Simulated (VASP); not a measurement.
GaN: single point with PBE

GaN:

```
Ga N
1.0
     0.00000    2.25350    2.25350
     2.25350    0.00000    2.25350
     2.25350    2.25350    0.00000
Ga N
1 1
Direct
  0.00000 0.00000 0.00000
  0.25000 0.25000 0.25000
```

* Program: VASP 6.6.1
* Task: single point
* Functional: PBE
* Potentials or basis: VASP PAW PBE potentials, release 64 (Ga_d, N)
* Cutoff: 520 eV
* k mesh: 10 × 10 × 10
* Occupations: gaussian, width 0.013 eV
* Spin: no spin polarisation

| Quantity | Value |
| --- | --- |
| Pressure | 5.1 GPa |
| Band gap on the k mesh | 1.72 eV, direct |

Levels at points of the mesh, in eV from the valence-band top:
```tsv
k point	band 7	band 8	band 9	band 10	band 11	band 12
(0.00, 0.00, 0.00)	0.00	0.00	0.00	1.72	10.30	10.30
(0.50, 0.00, 0.00)	-7.04	-0.97	-0.97	4.64	8.73	10.37
(0.50, 0.50, 0.00)	-6.12	-2.70	-2.70	3.35	6.66	11.71
```

Wall time 18 s on 1 thread of AMD EPYC 7R43 64-Core Processor (Zen 3), on a shared host, peak memory 0.11 GiB.

A hybrid or GW would open this gap; PBE tends to underestimate it.
